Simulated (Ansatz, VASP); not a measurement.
## TaTe in VASP and in Ansatz

```
Ta Te
1.0
     0.00000    2.93339    2.84795
     2.84795    0.00000    2.84795
     2.84795    2.93339    0.00000
Ta Te
1 1
Cartesian
  2.8479 2.9334 2.8479
  0.0000 0.0000 0.0000
```

Change from the starting cell: strain e2 = +0.03, atoms carried along.

Alike in both runs: task single point; functional PBE; k mesh 10 × 10 × 10; occupations gaussian, width 0.05 eV; collinear spin.

|  | VASP | Ansatz |
| --- | --- | --- |
| version | VASP 6.6.1 | Ansatz 0.2.0 |
| potentials or method | VASP PAW PBE potentials, release 64 (Ta_pv, Te), cutoff 520 eV | scalar-relativistic, plane waves, PAW |
| valence electrons in the cell | 17 | 29 |

|  | VASP | Ansatz | Ansatz less VASP |
| --- | --- | --- | --- |
| gap on the k mesh at the Fermi level (eV) | none | none | - |
| pressure (GPa) | -2.6 | -2.6 | +0.01 |
| traceless stress, the component that is largest in VASP (GPa) | -2.61 | -2.77 | -0.159 |
| net moment per atom (μB) | 0.06 | 0.12 | +0.059 |
| size of the moment on the site where the two differ most (μB) | 0.09 | 0.15 | +0.070 |

Site moments also hang on the region over which each program counts them. A gap of «none» marks a metal or a gap that the smearing closes. With one functional, cell and mesh, what is left measures potentials, basis and numerics. VASP's potentials hold 17 valence electrons a cell and Ansatz's 29, so a difference there can come from the potentials and not from the codes.

Spin-orbit coupling is off throughout.
